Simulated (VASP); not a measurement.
# Y (Immm) in VASP: notebook, part 2 of 2

VASP 6.6.1.

**3. Single point, PBEsol (uniaxial strain along a: +2.0 %, then relaxed in part)**

Contents of INCAR:

```
PREC     = Accurate       # precision mode
ENCUT    = 520            # plane-wave cutoff, eV
EDIFF    = 1E-7           # SCF threshold, eV
ISMEAR   = 0              # smearing method
SIGMA    = 0.1            # smearing width, eV
LREAL    = F              # projectors in reciprocal space
LASPH    = T              # aspherical terms in the spheres
NELM     = 100            # most SCF steps
ALGO     = Fast           # electronic algorithm
ISIF     = 2              # what is computed and relaxed
LWAVE    = F              # write WAVECAR
LCHARG   = T              # write CHGCAR
GGA      = PS             # functional
LELF     = T              # ELF
LVHAR    = T            
NBANDS   = 18             # bands
```

Contents of KPOINTS:

```
regular mesh
0
Gamma
  14 14 10
```

Contents of POSCAR:

```
Y
1.0
    2.5382418026      2.5382418026      0.0000000000
   -2.4917157206      2.4917157206      0.0000000000
    0.0000000000      0.0000000000      4.9200530681
Y
2
Direct
    0.0000000000      0.0000000000      0.0000000000
    0.5000000000      0.5000000000      0.5000000000
```

Potentials or basis: VASP PAW PBE potentials, release 64 (Y_sv).

The run is started by

```console
cat potpaw_PBE.64/Y_sv/POTCAR > POTCAR
mpirun -np 1 vasp_std > vasp.out
```

OUTCAR:

```text
PREC = Accurate
   ENCUT = 520
   EDIFF = 1E-7
   ISMEAR = 0
   LREAL = F
   LASPH = T
   NELM = 100
   ISIF = 2
   GGA = PS

 ion  position               nearest neighbor table
   1  0.000  0.000  0.000-   2 3.52   2 3.52   2 3.52   2 3.52   2 3.52   2 3.52   2 3.52   2 3.52

   2  0.500  0.500  0.500-   1 3.52   1 3.52   1 3.52   1 3.52   1 3.52   1 3.52   1 3.52   1 3.52

  LATTYP: Found a simple orthorhombic cell.
 ALAT       =     3.5238181657
 B/A-ratio  =     1.0186723074
 C/A-ratio  =     1.3962278520

  Lattice vectors:

 A1 = (   2.4917157206,  -2.4917157206,   0.0000000000)
 A2 = (   2.5382418026,   2.5382418026,   0.0000000000)
 A3 = (   0.0000000000,   0.0000000000,   4.9200530681)

Analysis of symmetry for initial positions (statically):
=====================================================================
 Subroutine PRICEL returns following result:

  LATTYP: Found a body centered orthorhombic cell.
 ALAT       =     3.5238181657
 B/A-ratio  =     1.0186723074
 C/A-ratio  =     1.3962278520

  Lattice vectors:

 A1 = (  -2.5149787616,  -0.0232630410,  -2.4600265340)
 A2 = (   2.5149787616,   0.0232630410,  -2.4600265340)
 A3 = (  -0.0232630410,  -2.5149787616,   2.4600265340)

   2 primitive cells build up your supercell.

 Routine SETGRP: Setting up the symmetry group for a
 simple orthorhombic supercell.

 Subroutine GETGRP returns: Found  8 space group operations
 (whereof  8 operations were pure point group operations)
 out of a pool of  8 trial point group operations.

The static configuration has the point symmetry D_2h.

Analysis of symmetry for dynamics (positions and initial velocities):
=====================================================================
 Subroutine PRICEL returns following result:

  LATTYP: Found a body centered orthorhombic cell.
 ALAT       =     3.5238181657
 B/A-ratio  =     1.0186723074
 C/A-ratio  =     1.3962278520

[... 129 lines left out ...]
   EFERMI_NEDOS =   21; number of points for ismear=-14 and -15
   IALGO  =     68    algorithm
   IMIX   =      4    mixing-type and parameters
     AMIX     =   0.40;   BMIX     =  1.00
     AMIX_MAG =   1.60;   BMIX_MAG =  1.00
  volume/ion in A,a.u.               =      31.12       209.99
  Fermi-wavevector in a.u.,A,eV,Ry     =   1.157547  2.187447 18.230651  1.339915
  Thomas-Fermi vector in A             =   2.294157
   LORBIT       =      0    0 simple, 1 ext, 2 COOP (PROOUT), +10 PAW based schemes
   GGA     = PS    functional components
   LHFCALC =     F    Hartree Fock is set to
   AEXX    =    0.0000 exact exchange contribution
   IVDW    =     0    specifies the selected vdW correction
   LEPSILON=     F    determine dielectric tensor
   LRPA    =     F    only Hartree local field effects (RPA)
 non-spin polarized calculation
 RMM-DIIS sequential band-by-band and
 Gauss-broadening in eV      SIGMA  =   0.10
  energy-cutoff  :      520.00
  volume of cell :       62.23
 maximum number of plane-waves:      1704
 NGX is ok and might be reduce to    28
   NGX = 13   NGY = 13   NGZ = 19

 number of electron      22.0000000 magnetization

 Free energy of the ion-electron system (eV)
  ---------------------------------------------------
  ext. energy  EPLUGINS =         0.00000000
  ---------------------------------------------------
  free energy    TOTEN  =       -13.60633355 eV

  energy without entropy =      -13.59192260  energy(sigma->0) =      -13.59912807

 E-fermi :   3.2026     XC(G=0):  -9.7443

 val. band max:        3.2011081241   @ k =   0.4286   0.0714   0.2000
 cond. band min:       3.2063861167   @ k =   0.4286   0.0000   0.1000
 fundamental gap:      0.0052779927
 Fermi energy:         3.2026474767

 k-point     1 :       0.0000    0.0000    0.0000
  band No.  band energies     occupation
      1     -39.2820      2.00000
      2     -39.1710      2.00000
      3     -19.5835      2.00000
      4     -19.2290      2.00000
      5     -19.1981      2.00000
      6     -18.9699      2.00000
[... 481 lines left out ...]
      5     -19.2379      2.00000
      6     -19.2379      2.00000
[... 10 lines left out ...]
     17       7.2495      0.00000
     18       7.2495      0.00000

 [... further k-points ...]

------------------------ aborting loop because EDIFF is reached ----------------------------------------

  FORCE on cell =-STRESS in cart. coord.  units (eV):
  Direction    XX          YY          ZZ          XY          YZ          ZX
  --------------------------------------------------------------------------------------
  -------------------------------------------------------------------------------------
  Total       -0.2897106     -0.2897106     -0.0500263     -0.2363640      0.0000000      0.0000000
  in kB       -7.4583674     -7.4583674     -1.2878874     -6.0850011      0.0000000      0.0000000
  external PRESSURE =      -5.4015407 kB  Pullay stress =       0.0000000 kB

 VOLUME and BASIS-vectors are now :
 -----------------------------------------------------------------------------
  energy-cutoff  :      520.00
  volume of cell :       62.23
      direct lattice vectors                 reciprocal lattice vectors
     2.538241803  2.538241803  0.000000000     0.196986749  0.196986749  0.000000000
    -2.491715721  2.491715721  0.000000000    -0.200664946  0.200664946  0.000000000
     0.000000000  0.000000000  4.920053068     0.000000000  0.000000000  0.203249840

 POSITION                                       TOTAL-FORCE (eV/Angst)
 -----------------------------------------------------------------------------------
      0.00000      0.00000      0.00000        -0.000000     -0.000000      0.000000
      0.02326      2.51498      2.46003         0.000000      0.000000     -0.000000
 -----------------------------------------------------------------------------------
    total drift:                               -0.000000      0.000000      0.000000

  FREE ENERGIE OF THE ION-ELECTRON SYSTEM (eV)
  ---------------------------------------------------
  free  energy   TOTEN  =       -13.6063335504 eV

  energy  without entropy=      -13.5919225956  energy(sigma->0) =      -13.59912807
```

stdout:

```text
POSCAR found type information on POSCAR Y
 POSCAR found :  1 types and       2 ions
[... 62 lines left out ...]
 num prob  num prob  num prob  num prob  num prob  num prob  num prob  num prob WARNING in EDDRMM: call to ZHEGV failed, returncode =   6  3      3
 num prob  num prob  num prob  num prob  num prob  num prob  num prob  num prob  num prob  num prob  num prob  num prob  num prob  num prob  num prob  num prob  num prob  num prob  num prob  num prob WARNING in EDDRMM: call to ZHEGV failed, returncode =   6  3     13
 num prob  num prob  num prob  num prob  num prob  num prob  num prob  num prob  num prob  num prob  num prob  num prob  num prob  num prob  num prob  num prob  num prob  num prob  num prob  num prob  num prob  num prob  num prob  num prob  num prob  num prob  num prob  num prob  num prob  num prob WARNING in EDDRMM: call to ZHEGV faile
```

It took 11 min on 1 thread of AMD EPYC 7R13 (Zen 3), shared host; peak memory 0.47 GiB.

Results:

```yaml
Free_energy: -13.6063 eV
Pressure: -0.5 GPa
Band_gap_on_the_k_mesh: zero (bands 11 and 12 overlap by 1.76 eV)
```

Stress tensor (GPa, compression positive):
```
-0.75 -0.61  0.00
-0.61 -0.75  0.00
 0.00  0.00 -0.13
```

Caveat: the cell differs from its parent crystal (uniaxial strain along a: +2.0 %, then relaxed in part); the PAW data sets were made with another functional, which shifts forces and pressure a little.
